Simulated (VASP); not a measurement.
The system is F.

```
F
1.0
     2.86044   -1.82321    0.00000
     2.86044    1.82321    0.00000
     0.00000    0.00000    6.71546
F
4
Cartesian
  2.8604 -1.4960 0.6287
  2.8604 -0.3273 3.9864
  2.8604 0.3273 2.7290
  2.8604 1.4960 6.0867
```

- Program: VASP 6.6.1
- Task: relaxation of cell and atoms
- Functional: PBE
- Dispersion: D4
- Potentials or basis: VASP PAW PBE potentials, release 64 (F)
- Cutoff: 600 eV
- k mesh: 8 × 8 × 4
- Occupations: fermi-dirac, width 0.02 eV
- Spin: no spin polarisation

At the start: pressure 0.2 GPa; volume 17.51 Å³/atom.

Problem. How do energy, volume and symmetry change on relaxing?

Solution. Over 15 steps the energy falls by 5.9 meV/atom and the volume is 15.05 Å³/atom (-14.1 %); space group Cmce (No. 64, to 0.1 Å) before and after.

Step by step:
| step | energy change (eV) | largest force (eV/Å) | pressure (GPa) | volume (Å³) |
| --- | --- | --- | --- | --- |
| 1 | 0.0000 | 0.3509 | 0.23 | 70.04 |
| 2 | 0.0272 | 0.9240 | -2.64 | 70.30 |
| 3 | -0.0033 | 0.0093 | -0.52 | 70.11 |
| 4 | -0.0049 | 0.0081 | -0.51 | 69.63 |
| 5 | -0.0094 | 0.0062 | -0.48 | 68.22 |
| 6 | -0.0169 | 0.0109 | -0.34 | 65.46 |
| 7 | -0.0222 | 0.0575 | 0.25 | 60.16 |
| 8 | -0.0225 | 0.0487 | 0.11 | 61.17 |
| 9 | -0.0011 | 0.7910 | -2.05 | 60.31 |
| 10 | -0.0227 | 0.0212 | -0.05 | 61.11 |
| 11 | -0.0231 | 0.0219 | -0.04 | 60.84 |
| 12 | -0.0236 | 0.0257 | 0.00 | 60.01 |
| 13 | -0.0175 | 0.4554 | 1.26 | 59.82 |
| 14 | -0.0237 | 0.0021 | 0.06 | 60.00 |
| 15 | -0.0237 | 0.0016 | 0.03 | 60.19 |

Final structure:
```
F
1.0
     2.67460   -1.72790    0.00000
     2.67460    1.72790    0.00000
     0.00000    0.00000    6.51239
F
4
Direct
  0.90461 0.09539 0.09732
  0.59539 0.40461 0.59732
  0.40461 0.59539 0.40268
  0.09539 0.90461 0.90268
```
